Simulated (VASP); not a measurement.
A run of VASP 6.6.1 is set up as follows.

Contents of INCAR:

```
SYSTEM = W
ALGO = Normal ; EDIFF = 1E-6
ENCUT = 520 ; GGA = PS
ISIF = 2 ; ISMEAR = 0
LASPH = .True. ; LCHARG = .False.
LREAL = .False. ; LWAVE = .False.
NBANDS = 13 ; NELM = 80
PREC = Accurate ; SIGMA = 0.15
```

The input KPOINTS:

```
k-points
0
Gamma
  20 20 20
  0 0 0
```

POSCAR

```
W
1.0
    0.0000000000      2.0300000000      2.0300000000
    2.0300000000      0.0000000000      2.0300000000
    2.0300000000      2.0300000000      0.0000000000
W
1
Direct
    0.0000000000      0.0000000000      0.0000000000
```

Potentials or basis: VASP PAW PBE potentials, release 64 (W_sv).

Launch:

```console
$ cat potpaw_PBE.64/W_sv/POTCAR > POTCAR
$ mpirun -np 1 vasp_std > vasp.out
```

**Question.** Estimate the pressure.

**Answer.** -12.1 GPa.

**Question.** Predict the band gap on the k mesh.

**Answer.** Zero (band 7 reaches 13.02 eV, above the bottom of band 8 at 9.52 eV).

Caveat: the PAW data sets were made with another functional, which shifts forces and pressure a little; spin-orbit coupling is left out, which moves the levels of the heavy elements.
